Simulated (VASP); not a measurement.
# Te (R-3m) in VASP: relaxation of cell and atoms with LDA

Aim: the relaxation of cell and atoms of Te with LDA.

Everything below comes from runs of VASP 6.6.1. Logs are shortened: lines on timing, memory, paths and dates and some standing lists are left out, and cuts for length are marked.

### 1 The cell of the first run

The structure is trigonal, space group R-3m (No. 166). Conventional cell: a = 3.077 Å, b = 3.077 Å, c = 8.154 Å, α = 90.00°, β = 90.00°, γ = 120.00°. Within 2.7 Å of Te (site symmetry 3m) lie 6 Te at 2.07 to 2.43 Å.

### 2 Relaxation of cell and atoms, LDA, target pressure 450 GPa, at which the enthalpy is minimised

Input file INCAR:

```
PREC = Accurate ; ENCUT = 600
EDIFF = 1E-6 ; ISMEAR = -1
SIGMA = 0.05 ; LREAL = False
LASPH = True ; NELM = 80
ALGO = Normal ; ISIF = 3
LWAVE = False ; LCHARG = False
IBRION = 2 ; NSW = 60
EDIFFG = -0.005 ; PSTRESS = 4500.0
```

Input file KPOINTS:

```
Automatic mesh
0
Gamma
  14 14 14
```

Input file POSCAR:

```
Te
1.0
    1.5384259686     -0.8882106471      2.7178858778
    0.0000000000      1.7764212941      2.7178858778
   -1.5384259686     -0.8882106471      2.7178858778
Te
2
Direct
    0.2320000000      0.2320000000      0.2320000000
   -0.2320000000     -0.2320000000     -0.2320000000
```

Potentials or basis: VASP PAW LDA potentials, release 64 (Te).

Started as:

```console
$ cat potpaw_LDA.64/Te/POTCAR > POTCAR
$ mpirun -np 1 vasp_std > vasp.out
```

OUTCAR:

```text
PREC = Accurate
   ENCUT = 600
   EDIFF = 1E-6
   ISMEAR = -1
   LREAL = False
   LASPH = True
   NELM = 80
   ISIF = 3
   IBRION = 2
   NSW = 60
   EDIFFG = -0.005
   PSTRESS = 4500.0

 ion  position               nearest neighbor table
   1  0.232  0.232  0.232-   2 2.07   2 2.07   2 2.07   2 2.43   2 2.43   2 2.43
   2  0.768  0.768  0.768-   1 2.07   1 2.07   1 2.07   1 2.43   1 2.43   1 2.43

  LATTYP: Found a trigonal (rhomboedric) cell.
 ALAT       =     3.2469333622
 COS(alpha) =     0.5510102270

  Lattice vectors:

 A1 = (   1.5384259686,  -0.8882106471,   2.7178858778)
 A2 = (   0.0000000000,   1.7764212941,   2.7178858778)
 A3 = (  -1.5384259686,  -0.8882106471,   2.7178858778)

Analysis of symmetry for initial positions (statically):
=====================================================================
 Subroutine PRICEL returns:
 Original cell was already a primitive cell.

 Routine SETGRP: Setting up the symmetry group for a
 trigonal (rhombohedral) supercell.

 Subroutine GETGRP returns: Found 12 space group operations
 (whereof 12 operations were pure point group operations)
 out of a pool of 12 trial point group operations.

The static configuration has the point symmetry D_3d.

Analysis of symmetry for dynamics (positions and initial velocities):
=====================================================================
 Subroutine PRICEL returns:
 Original cell was already a primitive cell.

 Routine SETGRP: Setting up the symmetry group for a
 trigonal (rhombohedral) supercell.

 Subroutine GETGRP returns: Found 12 space group operations
 (whereof 12 operations were pure point group operations)
 out of a pool of 12 trial point group operations.

The dynamic configuration has the point symmetry D_3d.

 Subroutine INISYM returns: Found 12 space group operations
 (whereof 12 operations are pure point group operations),
 and found     1 'primitive' translations

----------------------------------------------------------------------------------------

                                     Primitive cell

  volume of cell :      22.2831

  direct lattice vectors                    reciprocal lattice vectors
     1.538425969 -0.888210647  2.717885878     0.325007514 -0.187643176  0.122644345
     0.000000000  1.776421294  2.717885878     0.000000000  0.375286352  0.122644345
    -1.538425969 -0.888210647  2.717885878    -0.325007514 -0.187643176  0.122644345

  length of vectors
     3.246933362  3.246933362  3.246933362     0.394818289  0.394818289  0.394818289

  position of ions in fractional coordinates (direct lattice)
     0.232000000  0.232000000  0.232000000
     0.768000000  0.768000000  0.768000000

  ion indices of the primitive-cell ions
   primitive index   ion index
                 1           1
                 2           2

----------------------------------------------------------------------------------------

 KPOINTS: Automatic mesh

Automatic generation of k-mesh.
 Grid dimensions read from file:
 generate k-points for:   14   14   14

 Generating k-lattice:

  Cartesian coordinates                     Fractional coordinates (reciprocal lattice)
     0.023214822 -0.013403084  0.008760310     0.071428571 -0.000000000  0.000000000
     0.000000000  0.026806168  0.008760310    -0.000000000  0.071428571 -0.000000000
    -0.023214822 -0.013403084  0.008760310     0.000000000 -0.000000000  0.071428571

  Length of vectors
     0.028201306  0.028201306  0.028201306

  Shift w.r.t. Gamma in fractional coordinates (k-lattice)
     0.000000000  0.000000000  0.000000000

 Subroutine IBZKPT returns following result:
 ===========================================

 Found    288 irreducible k-points:

 Following reciprocal coordinates:
            Coordinates               Weight
  0.000000  0.000000  0.000000      1.000000
  0.071429  0.000000 -0.000000      6.000000
  0.142857 -0.000000  0.000000      6.000000
  0.214286  0.000000  0.000000      6.000000
  0.285714  0.000000  0.000000      6.000000
  0.357143  0.000000 -0.000000      6.000000
[... 16 lines left out ...]
  0.214286  0.142857  0.000000     12.000000
  0.285714  0.142857  0.000000     12.000000
 [... further k-points ...]
   k-points           NKPTS =    288   k-points in BZ     NKDIM =    288   number of bands    NBANDS=     10
   number of dos      NEDOS =    301   number of ions     NIONS =      2
   total plane-waves  NPLWV =  21952
   dimension x,y,z NGX =    28 NGY =   28 NGZ =   28
   dimension x,y,z NGXF=    56 NGYF=   56 NGZF=   56
   ions per type =               2
   NGX,Y,Z   is equivalent  to a cutoff of  14.34, 14.34, 14.34 a.u.
   NGXF,Y,Z  is equivalent  to a cutoff of  28.67, 28.67, 28.67 a.u.
 SYSTEM =  unknown system
   PREC   = accura    normal or accurate (medium, high low for compatibility)
   ISTART =      0    job   : 0-new  1-cont  2-samecut
   ICHARG =      2    charge: 1-file 2-atom 10-const
   ISPIN  =      1    spin polarized calculation?
   LNONCOLLINEAR =      F non collinear calculations
   LSORBIT =      F    spin-orbit coupling
   LASPH  =      T    aspherical Exc in radial PAW
   ENCUT  =  600.0 eV  44.10 Ry    6.64 a.u.   6.48  6.48  6.48*2*pi/ulx,y,z
   NELM   =     80;   NELMIN=  2; NELMDL= -5     # of ELM steps
   EDIFF  = 0.1E-05   stopping-criterion for ELM
   LREAL  =      F    real-space projection
   EDIFFG = -.5E-02   stopping-criterion for IOM
   NSW    =     60    number of steps for IOM
   IBRION =      2    ionic relax: 0-MD 1-quasi-New 2-CG
   NFREE  =      1    steps in history (QN), initial steepest desc. (CG)
   ISIF   =      3    stress and relaxation
   ISYM   =      2    0-nonsym 1-usesym 2-fastsym
   POTIM  = 0.5000    time-step for ionic-motion
   TEBEG  =    0.0;   TEEND  =   0.0 temperature during run
   PSTRESS= 4500.0 pullay stress
   NELECT =      12.0000    total number of electrons
   NUPDOWN=      -1.0000    fix difference up-down
   EMIN   =  10.00;   EMAX   =-10.00  energy-range for DOS
   EFERMI =   0.00;   METHOD = LEGACY
   ISMEAR =    -1;   SIGMA  =   0.05  broadening in eV -4-tet -1-fermi 0-gaus
   EFERMI_NEDOS =   21; number of points for ismear=-14 and -15
   IALGO  =     38    algorithm
   IMIX   =      4    mixing-type and parameters
     AMIX     =   0.40;   BMIX     =  1.00
     AMIX_MAG =   1.60;   BMIX_MAG =  1.00
  volume/ion in A,a.u.               =      11.14        75.19
  Fermi-wavevector in a.u.,A,eV,Ry     =   1.331916  2.516957 24.136745  1.774001
  Thomas-Fermi vector in A             =   2.460891
   LORBIT       =      0    0 simple, 1 ext, 2 COOP (PROOUT), +10 PAW based schemes
   GGA     = CA    functional components
   LHFCALC =     F    Hartree Fock is set to
   AEXX    =    0.0000 exact exchange contribution
   IVDW    =     0    specifies the selected vdW correction
   LEPSILON=     F    determine dielectric tensor
   LRPA    =     F    only Hartree local field effects (RPA)
 conjugate gradient relaxation of ions
 non-spin polarized calculation
  energy-cutoff  :      600.00
  volume of cell :       22.28
 maximum number of plane-waves:       762
 NGX is ok and might be reduce to    28
   NGX = 13   NGY = 13   NGZ = 13

--------------------------------------- Ionic step        1  -------------------------------------------

 number of electron      12.0000000 magnetization

 Free energy of the ion-electron system (eV)
  ---------------------------------------------------
  ext. energy  EPLUGINS =         0.00000000
  ---------------------------------------------------
  free energy    TOTEN  =        22.30652606 eV

  energy without entropy =       22.31495756  energy(sigma->0) =       22.31074181

------------------------ aborting loop because EDIFF is reached ----------------------------------------

  FORCE on cell =-STRESS in cart. coord.  units (eV):
  Direction    XX          YY          ZZ          XY          YZ          ZX
  --------------------------------------------------------------------------------------
  -------------------------------------------------------------------------------------
  Total       84.2721441     84.2721441     73.5795552      0.0000000     -0.0000000      0.0000000
  in kB     6059.2599062   6059.2599058   5290.4509946      0.0000000     -0.0000001      0.0000000
  external PRESSURE =    1302.9902689 kB  Pullay stress =    4500.0000000 kB
[... 23 lines left out ...]
  enthalpy is  TOTEN    =        84.8924943514 eV   P V=       62.5859682952

--------------------------------------- Ionic step        2  -------------------------------------------

 number of electron      11.9999997 magnetization

 E-fermi :   6.7389     XC(G=0):  -9.2961

 val. band max:        6.7385086247   @ k =  -0.1429   0.5000   0.1429
 cond. band min:       6.7397331975   @ k =   0.4286   0.2857   0.2857
 fundamental gap:      0.0012245728
 Fermi energy:         6.7388721825

 k-point     1 :       0.0000    0.0000    0.0000
  band No.  band energies     occupation
      1      -8.4270      2.00000
      2      -0.8934      2.00000
      3       2.4639      2.00000
      4       2.4639      2.00000
      5       3.5855      2.00000
      6       5.7146      2.00000
      7       5.7146      2.00000
      8       5.7884      2.00000
      9      10.1146      0.00000
     10      12.4857      0.00000
[... 366 lines left out ...]
  FREE ENERGIE OF THE ION-ELECTRON SYSTEM (eV)
  ---------------------------------------------------
  free  energy   TOTEN  =         9.6832046973 eV

  energy  without entropy=        9.6925421929  energy(sigma->0) =        9.68787345

  enthalpy is  TOTEN    =        90.1250803568 eV   P V=       80.4418756595

[... ionic steps 4 to 43 ...]

--------------------------------------- Ionic step       44  -------------------------------------------

 number of electron      11.9999998 magnetization

------------------------ aborting loop because EDIFF is reached ----------------------------------------

  FORCE on cell =-STRESS in cart. coord.  units (eV):
  Direction    XX          YY          ZZ          XY          YZ          ZX
  --------------------------------------------------------------------------------------
  -------------------------------------------------------------------------------------
  Total       61.8949816     61.8949808     61.9032084      0.0000000     -0.0000001     -0.0000000
  in kB     4498.0910983   4498.0910390   4498.6889643      0.0000000     -0.0000102     -0.0000000
  external PRESSURE =      -1.7096328 kB  Pullay stress =    4500.0000000 kB
[... 61 lines left out ...]
  enthalpy is  TOTEN    =        73.9509743034 eV   P V=       61.9128861814

--------------------------------------- Ionic step       46  -------------------------------------------

 number of electron      11.9999998 magnetization

 Free energy of the ion-electron system (eV)
  ---------------------------------------------------
  ext. energy  EPLUGINS =         0.00000000
  ---------------------------------------------------
  free energy    TOTEN  =        12.03603607 eV

  energy without entropy =       12.04412000  energy(sigma->0) =       12.04007803

 E-fermi :  27.9157     XC(G=0): -14.7885

 val. band max:       27.9111123773   @ k =   0.5000   0.4286   0.2857
 cond. band min:      27.9329720354   @ k =  -0.3571   0.4286   0.2857
 fundamental gap:      0.0218596582
 Fermi energy:        27.9157028217

 k-point     1 :       0.0000    0.0000    0.0000
  band No.  band energies     occupation
      1       1.5412      2.00000
      2      11.7988      2.00000
      3      12.1322      2.00000
      4      33.8238      0.00000
      5      33.8238      0.00000
      6      33.9127      0.00000
      7      34.2666      0.00000
      8      37.7008      0.00000
      9      37.7008      0.00000
     10      38.3063      0.00000
[... 328 lines left out ...]
  FREE ENERGIE OF THE ION-ELECTRON SYSTEM (eV)
  ---------------------------------------------------
  free  energy   TOTEN  =        12.0360360659 eV

  energy  without entropy=       12.0441200033  energy(sigma->0) =       12.04007803

  enthalpy is  TOTEN    =        73.9509741390 eV   P V=       61.9149380732

 reached required accuracy - stopping structural energy minimisation
```

Run time: 36 min. Hardware: 1 thread of Oxide Virtual Turin-like, shared host; peak memory 0.22 GiB.

Results:

| Quantity | Value |
| --- | --- |
| Free energy | 12.0360 eV |
| Relaxed volume | 11.02 Å³/atom |
| Relaxed cell | a = 4.324 Å, b = 4.324 Å, c = 4.324 Å, α = 33.59°, β = 33.59°, γ = 33.59° |
| Space group after relaxing (to 0.1 Å) | Fm-3m (No. 225) |
| Energy change on relaxing (the run minimises the enthalpy) | -5135.2 meV/atom |
| Ionic steps | 46 |
| Pressure after relaxing | 450.0 GPa |
| Largest force after relaxing | 0.003 eV/Å |
| Band gap on the k mesh | zero (bands 6 and 7 overlap by 13.36 eV) |

Forces on the atoms (eV/Å):
```
Te   0.000  0.000  0.003
Te   0.000  0.000 -0.003
```

The path:
```
step  energy change (eV)  largest force (eV/Å)  pressure (GPa)  volume (Å³)
   1              0.0000               22.2320          580.30        22.28
   3            -12.6233               16.8635          282.86        28.64
   5             -6.7164               12.6103          449.33        23.80
   7             -4.1376                8.2927          517.39        22.66
   9            -29.0413                1.7169           24.04        48.85
  11             -7.7167                2.9867          440.12        23.73
  13             -2.4618               13.0020          556.88        22.18
  15             -8.3404                5.4795          433.32        23.83
  17             -9.7249               10.0592          405.16        24.30
  19            -10.9280               13.6433          382.40        24.60
  21            -12.0824               24.9822          361.60        24.89
  23            -12.4949               21.1142          354.06        24.94
  25            -12.2851               20.3982          366.12        24.47
  27            -12.8677               19.9233          358.19        24.47
  29            -10.0583               11.2788          447.63        22.28
  31             -7.8900                6.6830          508.00        21.33
  33             -8.6392                2.5460          490.90        21.50
  35            -10.0753                0.3013          454.79        21.98
  37            -10.2831                0.1172          449.57        22.05
  39            -10.2707                0.0229          449.94        22.04
  41            -10.2599                0.0493          450.25        22.04
  43            -10.2762                0.0098          449.86        22.05
  45            -10.2684                0.0072          450.02        22.04
  46            -10.2705                0.0032          449.98        22.04
```

Final structure:
```
Te
1.0
     1.24945   -0.72137    4.07629
     0.00000    1.44274    4.07629
    -1.24945   -0.72137    4.07629
Te
2
Direct
  0.25000 0.25000 0.25000
  0.75000 0.75000 0.75000
```

Caveat: the cell is relaxed towards a set pressure, so the run minimises the enthalpy, not the energy; a cell axis changed by over 15 % at a fixed basis, so the end point is rough; spin-orbit coupling is left out, which moves the levels of the heavy elements.
